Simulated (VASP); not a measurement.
Here is a VASP 6.6.1 calculation.

Contents of INCAR:

```
PREC = Accurate
ENCUT = 520
EDIFF = 1E-8
ISMEAR = -1
SIGMA = 0.08
LREAL = F
LASPH = T
NELM = 60
ALGO = Normal
ISIF = 2
LWAVE = F
LCHARG = F
GGA = PE
LEFG = T
NBANDS = 16
```

Contents of KPOINTS:

```
regular mesh
0
Gamma
  9 9 6
```

The input POSCAR:

```
Te
1.0
    4.4579994587      0.0668699919      0.0668699919
   -2.1710886177      3.8273057854      0.0244761158
    0.0888750000      0.0888750000      5.9250000000
Te
3
Direct
    0.7450000000      0.0000000000      0.3333333333
    0.0000000000      0.7450000000      0.6666666667
    0.2550000000      0.2550000000      0.0000000000
```

Potentials or basis: VASP PAW PBE potentials, release 64 (Te).

Command:

```sh
$ cat potpaw_PBE.64/Te/POTCAR > POTCAR
$ mpirun -np 1 vasp_std > vasp.out
```

(1) Predict the pressure.

(2) Predict the largest force.

(3) Predict the band gap on the k mesh.

## Answers

(1) 3.3 GPa.

(2) 0.801 eV/Å.

(3) 0.12 eV.

Caveat: the cell differs from its parent crystal (equal xy, yz and zx shear strains of +3 %); the cell stands under pressure; semilocal functionals underestimate gaps, and a narrow one can read as zero; without QUAD_EFG the Cq values of the log hold for a quadrupole moment of 1 mb, not for the nuclei; spin-orbit coupling is left out, which moves the levels of the heavy elements.
